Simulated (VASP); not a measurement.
Set up this calculation in VASP 6.6.1, as the native input.

```
Task                   : single point
Functional             : PBE
Potentials or basis    : VASP PAW PBE potentials, release 64 (W_sv, S)
Cutoff                 : 520 eV
k mesh                 : 9 × 9 × 9
Occupations            : fermi-dirac, width 0.05 eV
Spin                   : no spin polarisation
Dipole correction      : no
Further INCAR settings : ALGO = Normal; EDIFF = 1e-06; NBANDS = 17
```

The structure of WS lies in POSCAR:

```
WS
1.0
   -2.1419919126      2.1419919126      2.4581171267
    2.1419919126     -2.1419919126      2.4581171267
    2.1419919126      2.1419919126     -2.4581171267
W S
1 1
Direct
    0.5000000000      0.5000000000      0.0000000000
    0.0000000000      0.0000000000      0.0000000000
```

This cell differs from its parent crystal: volume scaled by 0.98.

The input as run:

INCAR

```
SYSTEM = WS
  PREC = Accurate
  ENCUT = 520
  EDIFF = 1E-6
  ISMEAR = -1
  SIGMA = 0.05
  LREAL = .FALSE.
  LASPH = .TRUE.
  NELM = 80
  ALGO = Normal
  ISIF = 2
  LWAVE = .FALSE.
  LCHARG = .FALSE.
  GGA = PE
  NBANDS = 17
```

KPOINTS

```
regular mesh
0
G
  9 9 9
  0 0 0
```

Potentials or basis: VASP PAW PBE potentials, release 64 (W_sv, S).

Run with:

```bash
$ cat potpaw_PBE.64/W_sv/POTCAR potpaw_PBE.64/S/POTCAR > POTCAR
$ mpirun -np 1 vasp_std > vasp.out
```

Results of the run:

The pressure is -23.1 GPa and the band gap on the k mesh is zero (band 10 reaches 6.61 eV, above the bottom of band 11 at 4.48 eV).

Caveat: spin-orbit coupling is left out, which moves the levels of the heavy elements.

Run time: 27 s on 1 thread of AMD EPYC 9R45 (Zen 5), with other jobs on the host, peak memory 0.17 GiB.
